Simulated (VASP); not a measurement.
# NbSb (WC type) (P-6m2) in VASP: further runs, part 3 of 4

VASP 6.6.1. Earlier steps stand in the parts before.

## (4) Electric field gradients, PBE (volume scaled by 1.03)

File INCAR:

```
SYSTEM = NbSb
ALGO = Normal
EDIFF = 1E-8
ENCUT = 520
GGA = PE
ISIF = 2
ISMEAR = -1
LASPH = .TRUE.
LCHARG = .FALSE.
LEFG = .TRUE.
LREAL = .FALSE.
LWAVE = .FALSE.
NBANDS = 16
NELM = 60
PREC = Accurate
SIGMA = 0.05
```

File KPOINTS:

```
k-points
0
G
  11 11 10
  0 0 0
```

File POSCAR:

```
NbSb
1.0
    3.6311260875      0.0000000000      0.0000000000
   -1.8155630438      3.1446474361      0.0000000000
    0.0000000000      0.0000000000      3.8509341332
Nb Sb
1 1
Direct
    0.0000000000      0.0000000000      0.0000000000
    0.3333333333      0.6666666667      0.5000000000
```

Potentials or basis: VASP PAW PBE potentials, release 64 (Nb_sv, Sb).

Command:

```sh
cat potpaw_PBE.64/Nb_sv/POTCAR potpaw_PBE.64/Sb/POTCAR > POTCAR
mpirun -np 1 vasp_std > vasp.out
```

OUTCAR:

```text
SYSTEM = NbSb
   EDIFF = 1E-8
   ENCUT = 520
   GGA = PE
   ISIF = 2
   ISMEAR = -1
   LASPH = .TRUE.
   LREAL = .FALSE.
   NELM = 60
   PREC = Accurate

 ion  position               nearest neighbor table
   1  0.000  0.000  0.000-   2 2.85   2 2.85   2 2.85   2 2.85   2 2.85   2 2.85
   2  0.333  0.667  0.500-   1 2.85   1 2.85   1 2.85   1 2.85   1 2.85   1 2.85

  LATTYP: Found a hexagonal cell.
 ALAT       =     3.6311260875
 C/A-ratio  =     1.0605344018

  Lattice vectors:

 A1 = (   3.6311260875,   0.0000000000,   0.0000000000)
 A2 = (  -1.8155630438,   3.1446474361,   0.0000000000)
 A3 = (   0.0000000000,   0.0000000000,   3.8509341332)

Analysis of symmetry for initial positions (statically):
=====================================================================
 Subroutine PRICEL returns:
 Original cell was already a primitive cell.

 Routine SETGRP: Setting up the symmetry group for a
 hexagonal supercell.

 Subroutine GETGRP returns: Found 12 space group operations
 (whereof 12 operations were pure point group operations)
 out of a pool of 24 trial point group operations.

The static configuration has the point symmetry D_3h.

Analysis of symmetry for dynamics (positions and initial velocities):
=====================================================================
 Subroutine PRICEL returns:
 Original cell was already a primitive cell.

 Routine SETGRP: Setting up the symmetry group for a
 hexagonal supercell.

 Subroutine GETGRP returns: Found 12 space group operations
 (whereof 12 operations were pure point group operations)
 out of a pool of 24 trial point group operations.

The dynamic configuration has the point symmetry D_3h.

 Subroutine INISYM returns: Found 12 space group operations
 (whereof 12 operations are pure point group operations),
 and found     1 'primitive' translations

----------------------------------------------------------------------------------------

                                     Primitive cell

  volume of cell :      43.9723

  direct lattice vectors                    reciprocal lattice vectors
     3.631126088  0.000000000  0.000000000     0.275396661  0.159000336  0.000000000
    -1.815563044  3.144647436  0.000000000     0.000000000  0.318000673  0.000000000
     0.000000000  0.000000000  3.850934133     0.000000000  0.000000000  0.259677254

  length of vectors
     3.631126088  3.631126088  3.850934133     0.318000673  0.318000673  0.259677254

  position of ions in fractional coordinates (direct lattice)
     0.000000000  0.000000000  0.000000000
     0.333333333  0.666666667  0.500000000

  ion indices of the primitive-cell ions
   primitive index   ion index
                 1           1
                 2           2

----------------------------------------------------------------------------------------

 KPOINTS: k-points

Automatic generation of k-mesh.
 Grid dimensions read from file:
[... 72 lines left out ...]
   ISYM   =      2    0-nonsym 1-usesym 2-fastsym
   POTIM  = 0.5000    time-step for ionic-motion
   TEBEG  =    0.0;   TEEND  =   0.0 temperature during run
   PSTRESS=    0.0 pullay stress
   NELECT =      18.0000    total number of electrons
   NUPDOWN=      -1.0000    fix difference up-down
   EMIN   =  10.00;   EMAX   =-10.00  energy-range for DOS
   EFERMI =   0.00;   METHOD = LEGACY
   ISMEAR =    -1;   SIGMA  =   0.05  broadening in eV -4-tet -1-fermi 0-gaus
   EFERMI_NEDOS =   21; number of points for ismear=-14 and -15
   IALGO  =     38    algorithm
   IMIX   =      4    mixing-type and parameters
     AMIX     =   0.40;   BMIX     =  1.00
     AMIX_MAG =   1.60;   BMIX_MAG =  1.00
  volume/ion in A,a.u.               =      21.99       148.37
  Fermi-wavevector in a.u.,A,eV,Ry     =   1.215549  2.297055 20.103422  1.477560
  Thomas-Fermi vector in A             =   2.350933
   LORBIT       =      0    0 simple, 1 ext, 2 COOP (PROOUT), +10 PAW based schemes
   GGA     = PE    functional components
   LHFCALC =     F    Hartree Fock is set to
   AEXX    =    0.0000 exact exchange contribution
   IVDW    =     0    specifies the selected vdW correction
   LEPSILON=     F    determine dielectric tensor
   LRPA    =     F    only Hartree local field effects (RPA)
 non-spin polarized calculation
  energy-cutoff  :      520.00
  volume of cell :       43.97
 maximum number of plane-waves:      1203
 NGX is ok and might be reduce to    28
   NGX = 13   NGY = 13   NGZ = 15

 number of electron      18.0000000 magnetization

 Free energy of the ion-electron system (eV)
  ---------------------------------------------------
  ext. energy  EPLUGINS =         0.00000000
  ---------------------------------------------------
  free energy    TOTEN  =       -14.67734697 eV

  energy without entropy =      -14.67256045  energy(sigma->0) =      -14.67495371

 E-fermi :   9.8579     XC(G=0): -11.2402

 val. band max:        9.8097136640   @ k =   0.0909   0.0000   0.4000
 cond. band min:       9.8726712642   @ k =   0.3636   0.1818   0.0000
 fundamental gap:      0.0629576002
 Fermi energy:         9.8578977655

 k-point     1 :       0.0000    0.0000    0.0000
  band No.  band energies     occupation
      1     -45.3244      2.00000
      2     -21.4584      2.00000
      3     -21.2902      2.00000
      4     -21.2902      2.00000
      5      -1.7192      2.00000
      6       7.6582      2.00000
[... 433 lines left out ...]
      3     -21.3560      2.00000
      4     -21.3087      2.00000
      5      -0.8131      2.00000
      6       6.7591      2.00000
[... 8 lines left out ...]
     15      18.0034      0.00000
     16      19.4460      0.00000

 [... further k-points ...]

------------------------ aborting loop because EDIFF is reached ----------------------------------------

  FORCE on cell =-STRESS in cart. coord.  units (eV):
  Direction    XX          YY          ZZ          XY          YZ          ZX
  --------------------------------------------------------------------------------------
  -------------------------------------------------------------------------------------
  Total       -0.9352784     -0.9352784     -1.2596386      0.0000000     -0.0000000      0.0000000
  in kB      -34.0778435    -34.0778435    -45.8962466      0.0000000     -0.0000000      0.0000000
  external PRESSURE =     -38.0173112 kB  Pullay stress =       0.0000000 kB

 VOLUME and BASIS-vectors are now :
 -----------------------------------------------------------------------------
  energy-cutoff  :      520.00
  volume of cell :       43.97
      direct lattice vectors                 reciprocal lattice vectors
     3.631126088  0.000000000  0.000000000     0.275396661  0.159000336  0.000000000
    -1.815563044  3.144647436  0.000000000     0.000000000  0.318000673  0.000000000
     0.000000000  0.000000000  3.850934133     0.000000000  0.000000000  0.259677254

 POSITION                                       TOTAL-FORCE (eV/Angst)
 -----------------------------------------------------------------------------------
      0.00000      0.00000      0.00000        -0.000000     -0.000000      0.000000
     -0.00000      2.09643      1.92547         0.000000      0.000000      0.000000
 -----------------------------------------------------------------------------------
    total drift:                               -0.000000      0.000000      0.000000

  FREE ENERGIE OF THE ION-ELECTRON SYSTEM (eV)
  ---------------------------------------------------
  free  energy   TOTEN  =       -14.6773469683 eV

  energy  without entropy=      -14.6725604526  energy(sigma->0) =      -14.67495371

 Electric field gradients (V/A^2)
---------------------------------------------------------------------
 ion       V_xx      V_yy      V_zz      V_xy      V_xz      V_yz
---------------------------------------------------------------------
   1      -3.718    -3.719     7.437    -0.001     0.000     0.000
   2      34.234    34.234   -68.467    -0.000     0.000    -0.000
---------------------------------------------------------------------

 Electric field gradients after diagonalization (V/A^2)
 (convention: |V_zz| > |V_xx| > |V_yy|)
----------------------------------------------------------------------
 ion       V_xx      V_yy      V_zz     asymmetry (V_yy - V_xx)/ V_zz
----------------------------------------------------------------------
   1      -3.719    -3.718     7.437       0.000
   2      34.234    34.233   -68.467       0.000
----------------------------------------------------------------------

           NMR quadrupolar parameters

 Cq : quadrupolar parameter    Cq=e*Q*V_zz/h
 eta: asymmetry parameters     (V_yy - V_xx)/ V_zz
 Q  : nuclear electric quadrupole moment in mb (millibarn)
----------------------------------------------------------------------
 ion       Cq(MHz)       eta       Q (mb)
----------------------------------------------------------------------
   1       0.018       0.000       1.000
   2      -0.166       0.000       1.000
----------------------------------------------------------------------
```

OSZICAR:

```text
N       E                     dE             d eps       ncg     rms          rms(c)
DAV:   1     0.142233468836E+03    0.14223E+03   -0.87300E+03  3072   0.106E+03
DAV:   2    -0.880168159795E+01   -0.15104E+03   -0.14625E+03  4200   0.341E+02
DAV:   3    -0.152449934698E+02   -0.64433E+01   -0.63438E+01  4904   0.600E+01
DAV:   4    -0.154700723789E+02   -0.22508E+00   -0.22483E+00  4168   0.108E+01
DAV:   5    -0.154779753378E+02   -0.79030E-02   -0.79020E-02  4776   0.188E+00    0.691E+00
DAV:   6    -0.147137266871E+02    0.76425E+00   -0.26073E+00  4808   0.134E+01    0.232E+00
DAV:   7    -0.146865865240E+02    0.27140E-01   -0.13881E-01  3416   0.302E+00    0.167E+00
DAV:   8    -0.146772091376E+02    0.93774E-02   -0.30884E-02  4264   0.124E+00    0.166E-01
DAV:   9    -0.146772904326E+02   -0.81295E-04   -0.26659E-03  4296   0.377E-01    0.130E-01
DAV:  10    -0.146773508692E+02   -0.60437E-04   -0.34165E-04  4328   0.183E-01    0.137E-02
DAV:  11    -0.146773481584E+02    0.27109E-05   -0.31233E-05  4680   0.566E-02    0.130E-02
DAV:  12    -0.146773472969E+02    0.86143E-06   -0.15756E-06  3896   0.120E-02    0.152E-03
DAV:  13    -0.146773470489E+02    0.24805E-06   -0.86314E-08  4336   0.311E-03    0.129E-03
DAV:  14    -0.146773469259E+02    0.12298E-06   -0.16079E-08  3096   0.139E-03    0.290E-04
DAV:  15    -0.146773469675E+02   -0.41632E-07   -0.30368E-09  2248   0.867E-04    0.111E-04
DAV:  16    -0.146773469683E+02   -0.74078E-09   -0.72838E-10  2072   0.318E-04
   1 F= -.14677347E+02 E0= -.14674954E+02  d E =-.478652E-02
```

stdout:

```text
POSCAR found type information on POSCAR NbSb
 POSCAR found :  2 types and       2 ions
 scaLAPACK will be used
 LDA part: xc-table for (Slater+PW92), standard interpolation
 POSCAR, INCAR and KPOINTS ok, starting setup
 FFT: planning ... GRIDC
 FFT: planning ... GRID_SOFT
 FFT: planning ... GRID
 WAVECAR not read
 entering main loop
ion   1

ion   2
```

Run time: 66 s. Hardware: 1 thread of Intel Xeon Platinum 8375C at 2.90GHz (Ice Lake), shared host; peak memory 0.21 GiB.

What came out:

```yaml
Free_energy: -14.6773 eV
Pressure: -3.8 GPa
Band_gap_on_the_k_mesh: zero (band 9 reaches 9.94 eV, above the bottom of band 10 at 9.67 eV)
```

Electric field gradients, principal values (V/Å²):
| atom | least | middle | greatest (by size) |
| --- | --- | --- | --- |
| 1 Nb | -3.718 | -3.719 | 7.437 |
| 2 Sb | 34.233 | 34.234 | -68.467 |

Caveat: without QUAD_EFG the Cq values of the log hold for a quadrupole moment of 1 mb, not for the nuclei; spin-orbit coupling is left out, which moves the levels of the heavy elements.

## (5) Electric field gradients, PBE (volume scaled by 1.06)

File INCAR:

```
PREC = Accurate
ENCUT = 520
EDIFF = 1E-8
ISMEAR = -1
SIGMA = 0.05
LREAL = F
LASPH = T
NELM = 60
ALGO = Normal
ISIF = 2
LWAVE = F
LCHARG = F
GGA = PE
LEFG = T
NBANDS = 16
```

File KPOINTS:

```
Automatic mesh
0
Gamma
  11 11 10
```

File POSCAR:

```
NbSb
1.0
    3.6660429034      0.0000000000      0.0000000000
   -1.8330214517      3.1748862857      0.0000000000
    0.0000000000      0.0000000000      3.8879646177
Nb Sb
1 1
Direct
    0.0000000000      0.0000000000      0.0000000000
    0.3333333333      0.6666666667      0.5000000000
```

Potentials or basis: VASP PAW PBE potentials, release 64 (Nb_sv, Sb).

Command:

```sh
cat potpaw_PBE.64/Nb_sv/POTCAR potpaw_PBE.64/Sb/POTCAR > POTCAR
mpirun -np 1 vasp_std > vasp.out
```

OUTCAR:

```text
PREC = Accurate
   ENCUT = 520
   EDIFF = 1E-8
   ISMEAR = -1
   LREAL = F
   LASPH = T
   NELM = 60
   ISIF = 2
   GGA = PE

 ion  position               nearest neighbor table
   1  0.000  0.000  0.000-   2 2.87   2 2.87   2 2.87   2 2.87   2 2.87   2 2.87
   2  0.333  0.667  0.500-   1 2.87   1 2.87   1 2.87   1 2.87   1 2.87   1 2.87

  LATTYP: Found a hexagonal cell.
 ALAT       =     3.6660429034
 C/A-ratio  =     1.0605344018

  Lattice vectors:

 A1 = (   3.6660429034,   0.0000000000,   0.0000000000)
 A2 = (  -1.8330214517,   3.1748862857,   0.0000000000)
 A3 = (   0.0000000000,   0.0000000000,   3.8879646177)

Analysis of symmetry for initial positions (statically):
=====================================================================
 Subroutine PRICEL returns:
 Original cell was already a primitive cell.

 Routine SETGRP: Setting up the symmetry group for a
[... 645 lines left out ...]
  energy-cutoff  :      520.00
  volume of cell :       45.25
      direct lattice vectors                 reciprocal lattice vectors
     3.666042903  0.000000000  0.000000000     0.272773676  0.157485955  0.000000000
    -1.833021452  3.174886286  0.000000000     0.000000000  0.314971911  0.000000000
     0.000000000  0.000000000  3.887964618     0.000000000  0.000000000  0.257203987

 POSITION                                       TOTAL-FORCE (eV/Angst)
 -----------------------------------------------------------------------------------
      0.00000      0.00000      0.00000         0.000000      0.000000      0.000000
     -0.00000      2.11659      1.94398        -0.000000      0.000000      0.000000
 -----------------------------------------------------------------------------------
    total drift:                               -0.000000      0.000000      0.000000

  FREE ENERGIE OF THE ION-ELECTRON SYSTEM (eV)
  ---------------------------------------------------
  free  energy   TOTEN  =       -14.6349091090 eV

  energy  without entropy=      -14.6299640685  energy(sigma->0) =      -14.63243659

 Electric field gradients (V/A^2)
---------------------------------------------------------------------
 ion       V_xx      V_yy      V_zz      V_xy      V_xz      V_yz
---------------------------------------------------------------------
   1      -3.618    -3.619     7.238    -0.000    -0.000    -0.000
   2      32.097    32.097   -64.194    -0.000     0.000    -0.000
---------------------------------------------------------------------

 Electric field gradients after diagonalization (V/A^2)
 (convention: |V_zz| > |V_xx| > |V_yy|)
----------------------------------------------------------------------
 ion       V_xx      V_yy      V_zz     asymmetry (V_yy - V_xx)/ V_zz
----------------------------------------------------------------------
   1      -3.619    -3.618     7.238       0.000
   2      32.097    32.097   -64.194       0.000
----------------------------------------------------------------------

           NMR quadrupolar parameters

 Cq : quadrupolar parameter    Cq=e*Q*V_zz/h
 eta: asymmetry parameters     (V_yy - V_xx)/ V_zz
 Q  : nuclear electric quadrupole moment in mb (millibarn)
----------------------------------------------------------------------
 ion       Cq(MHz)       eta       Q (mb)
----------------------------------------------------------------------
   1       0.018       0.000       1.000
   2      -0.155       0.000       1.000
----------------------------------------------------------------------
```

OSZICAR:

```text
N       E                     dE             d eps       ncg     rms          rms(c)
DAV:   1     0.139808318925E+03    0.13981E+03   -0.86299E+03  3072   0.105E+03
DAV:   2    -0.881799885964E+01   -0.14863E+03   -0.14416E+03  4208   0.337E+02
DAV:   3    -0.152526990086E+02   -0.64347E+01   -0.63240E+01  4936   0.596E+01
DAV:   4    -0.154734327001E+02   -0.22073E+00   -0.22035E+00  4168   0.106E+01
DAV:   5    -0.154800778405E+02   -0.66451E-02   -0.66444E-02  4856   0.174E+00    0.673E+00
DAV:   6    -0.146750593351E+02    0.80502E+00   -0.28204E+00  4800   0.137E+01    0.224E+00
DAV:   7    -0.146444146072E+02    0.30645E-01   -0.15669E-01  3456   0.325E+00    0.162E+00
DAV:   8    -0.146347637921E+02    0.96508E-02   -0.32886E-02  4184   0.127E+00    0.168E-01
DAV:   9    -0.146348491267E+02   -0.85335E-04   -0.24369E-03  4368   0.367E-01    0.129E-01
DAV:  10    -0.146349123723E+02   -0.63246E-04   -0.33202E-04  4232   0.176E-01    0.136E-02
DAV:  11    -0.146349103362E+02    0.20361E-05   -0.31518E-05  4728   0.548E-02    0.130E-02
DAV:  12    -0.146349094417E+02    0.89450E-06   -0.15783E-06  3832   0.116E-02    0.142E-03
DAV:  13    -0.146349091861E+02    0.25556E-06   -0.90391E-08  4408   0.318E-03    0.125E-03
DAV:  14    -0.146349090803E+02    0.10581E-06   -0.15071E-08  3008   0.131E-03    0.256E-04
DAV:  15    -0.146349091058E+02   -0.25512E-07   -0.23955E-09  2280   0.754E-04    0.107E-04
DAV:  16    -0.146349091090E+02   -0.32010E-08   -0.55474E-10  2080   0.276E-04
   1 F= -.14634909E+02 E0= -.14632437E+02  d E =-.494504E-02
```

It took 64 s on 1 thread of Intel Xeon Platinum 8375C at 2.90GHz (Ice Lake), shared host; peak memory 0.21 GiB.

Results:

- Free energy: -14.6349 eV
- Pressure: -6.8 GPa
- Band gap on the k mesh: zero (band 9 reaches 9.54 eV, above the bottom of band 10 at 9.31 eV)

Stress tensor (GPa, compression positive):
```
-6.07  0.00  0.00
 0.00 -6.07  0.00
 0.00  0.00 -8.28
```

Levels at points of the mesh, in eV from the Fermi level:
```
           k point  band 5  band 6  band 7  band 8  band 9  band 10  band 11  band 12  band 13  band 14
(0.00, 0.00, 0.00)  -11.41   -2.10   -1.30   -1.30   -0.61     0.79     0.79     4.42     4.42     5.03
(0.00, 0.00, 0.50)   -9.99   -5.87   -0.70   -0.70   -0.17    -0.17     0.83     3.94     3.94     7.56
```

Electric field gradients, principal values (V/Å²):
| atom | least | middle | greatest (by size) |
| --- | --- | --- | --- |
| 1 Nb | -3.618 | -3.619 | 7.238 |
| 2 Sb | 32.097 | 32.097 | -64.194 |

Caveat: without QUAD_EFG the Cq values of the log hold for a quadrupole moment of 1 mb, not for the nuclei; spin-orbit coupling is left out, which moves the levels of the heavy elements.

(Part 3 of 4 ends here.)
